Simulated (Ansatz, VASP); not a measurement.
**One calculation of SnPPt2, two programs**

```
Sn P Pt
1.0
     1.76306    3.05370    0.00000
    -1.76306    3.05370    0.00000
     0.00000    0.00000   13.17531
Sn P Pt
2 2 4
Direct
  0.00000 0.00000 0.00000
  0.00000 0.00000 0.50000
  0.33333 0.33333 0.25000
  0.66667 0.66667 0.75000
  0.33333 0.33333 0.64760
  0.66667 0.66667 0.14760
  0.33333 0.33333 0.85240
  0.66667 0.66667 0.35240
```

Alike in both runs: functional PBE; dispersion D3(BJ); k mesh 5 × 5 × 2; occupations fermi-dirac, width 0.1269 eV; no spin polarisation.

Ansatz relaxed the structure, and its values are those at the end. VASP's run is a single point on that final structure, the one shown.

```csv
,VASP,Ansatz
version,VASP 6.6.1,Ansatz 0.2.0
potentials or method,"VASP PAW PBE potentials, release 64 (Sn_d, P, Pt), cutoff 520 eV",PAW plane waves
valence electrons in the cell,78,110
```

VASP gave:

* gap on the k mesh at the Fermi level (eV): none
* pressure (GPa): -0.1

Problem. Estimate Ansatz's values.

Solution. gap on the k mesh at the Fermi level (eV): none; pressure (GPa): 0.0.

A gap of «none» marks a metal or a gap that the smearing closes. VASP's potentials hold 78 valence electrons a cell and Ansatz's 110, so a difference there can come from the potentials and not from the codes. Ansatz's warnings: structure snapped to symmetry.

The k mesh is coarse, so the values compare programs but aren't converged. Neither program's run includes spin-orbit coupling.
